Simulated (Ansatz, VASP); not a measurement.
## One calculation of MgO, two programs

The input INCAR:

```
PREC = Accurate
ENCUT = 520
EDIFF = 1E-6
ISMEAR = 0
SIGMA = 0.05
LREAL = False
LASPH = True
NELM = 80
ALGO = Normal
ISIF = 2
LWAVE = False
LCHARG = True
GGA = PE
LELF = True
LVHAR = True
NBANDS = 16
```

The input KPOINTS:

```
Automatic mesh
0
Gamma
  6 6 6
```

POSCAR

```
MgO
1.0
    3.3817865268      0.0000000000      0.0000000000
   -1.6908932634      2.9287130424      0.0000000000
    0.0000000000      0.0000000000      4.0526999834
Mg O
2 2
Direct
    0.6666666667      0.3333333333      0.7500000000
    0.3333333333      0.6666666667      0.2500000000
    0.6666666667      0.3333333333      0.2500000000
    0.3333333333      0.6666666667      0.7500000000
```

Input for Ansatz:

```yaml
crystal:
  lattice:
    - [3.3817865268, 0.0, 0.0]
    - [-1.6908932634, 2.9287130424, 0.0]
    - [0.0, 0.0, 4.0526999834]
  atoms:
    - { symbol: Mg, position: [0.6666666667, 0.3333333333, 0.75] }
    - { symbol: Mg, position: [0.3333333333, 0.6666666667, 0.25] }
    - { symbol: O, position: [0.6666666667, 0.3333333333, 0.25] }
    - { symbol: O, position: [0.3333333333, 0.6666666667, 0.75] }
basis:
  ecutwfc: 420
kpoints:
  mp_grid: { grid: [6, 6, 6] }
hamiltonian:
  xc: pbe
scf:
  occupations: { method: gaussian, width: 0.05 }
output:
  forces: true
  stress: true
  eigenvalues: true
```

Change from the starting cell: strain -0.030 along x and y, -0.030 along z, atoms carried along.

Alike in both runs: task single point; functional PBE; k mesh 6 × 6 × 6; occupations gaussian, width 0.05 eV; no spin polarisation.

```csv
,VASP,Ansatz
version,VASP 6.6.1,Ansatz 0.2.0
potentials or method,"VASP PAW PBE potentials, release 64 (Mg, O), cutoff 520 eV","scalar-relativistic, plane waves, PAW"
valence electrons in the cell,16,32
```

```tsv
	VASP	Ansatz	Ansatz less VASP
gap on the k mesh at the Fermi level (eV)	3.91	3.93	+0.017
least direct gap on the mesh (eV)	3.91	3.93	+0.017
pressure (GPa)	19.7	20.1	+0.42
traceless stress, the component that is largest in VASP (GPa)	1.51	1.63	+0.119
```

The functional is the same, so the differences come from potentials, cutoffs and numerics. VASP's potentials hold 16 valence electrons a cell and Ansatz's 32, so a difference there can come from the potentials and not from the codes.
